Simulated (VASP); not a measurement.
Write the native input for VASP 6.6.1 that does the following.

| Quantity | Value |
| --- | --- |
| Task | single point |
| Functional | r2SCAN |
| Potentials or basis | VASP PAW PBE potentials, release 64 (Ce) |
| Cutoff | 520 eV |
| k mesh | 12 × 12 × 12 |
| Occupations | gaussian, width 0.6 eV |
| Spin | collinear spin, ferromagnetic start |
| Starting moments | [1.0] μB |
| Dipole correction | no |
| Further INCAR settings | ALGO = Normal; EDIFF = 1e-06; NBANDS = 16 |

Ce:

```xyz
1
Lattice="0.0000 2.3350 2.3350 2.3350 0.0000 2.3350 2.3350 2.3350 0.0000" Properties=species:S:1:pos:R:3 pbc="T T T"
Ce    0.0000    0.0000    0.0000
```

The input as run:

POSCAR

```
Ce
1.0
    0.0000000000      2.3350137735      2.3350137735
    2.3350137735      0.0000000000      2.3350137735
    2.3350137735      2.3350137735      0.0000000000
Ce
1
Direct
    0.0000000000      0.0000000000      0.0000000000
```

INCAR.step1

```
PREC = Accurate ; ENCUT = 520
ISMEAR = 0 ; SIGMA = 0.6
LREAL = False ; LASPH = True
NELM = 150 ; ISPIN = 2
MAGMOM = 1 ; LMAXMIX = 6
NBANDS = 16 ; GGA = PE
ALGO = Normal ; EDIFF = 1E-4
LWAVE = True ; LCHARG = False
```

INCAR.step2

```
PREC = Accurate ; ENCUT = 520
EDIFF = 1E-6 ; ISMEAR = 0
SIGMA = 0.6 ; LREAL = False
LASPH = True ; NELM = 150
ALGO = Normal ; ISIF = 2
LWAVE = False ; LCHARG = True
ISPIN = 2 ; MAGMOM = 1
LORBIT = 11 ; LMAXMIX = 6
METAGGA = R2SCAN ; LMIXTAU = True
LELF = True ; LVHAR = True
NBANDS = 16 ; ISTART = 1
```

KPOINTS

```
regular mesh
0
Gamma
  12 12 12
```

Potentials or basis: VASP PAW PBE potentials, release 64 (Ce).

Command:

```sh
$ cat potpaw_PBE.64/Ce/POTCAR > POTCAR
$ cp INCAR.step1 INCAR
$ mpirun -np 1 vasp_std > vasp.out
$ cp INCAR.step2 INCAR
$ mpirun -np 1 vasp_std > vasp.out
```

Results of the run:

```
Pressure                                              : 1.9 GPa
Band gap on the k mesh                                : zero (filled and empty bands overlap)
Net moment                                            : 0.00 μB per cell
Valence electrons inside the program's atomic spheres : Ce 10.06
```

Caveat: the magnetic or orbital state may not be the lowest; so wide a smearing shifts energies and pressures; the moments typed at the start vanished in this run; the PAW data sets were made with another functional, which shifts forces and pressure a little; spin-orbit coupling is left out, which moves the levels of the heavy elements; semilocal functionals describe open f shells poorly, which spoils levels, moments and volumes.

It took 5.8 min on 1 thread of Oxide Virtual Turin-like Processor, on a shared host, peak memory 0.2 GiB.
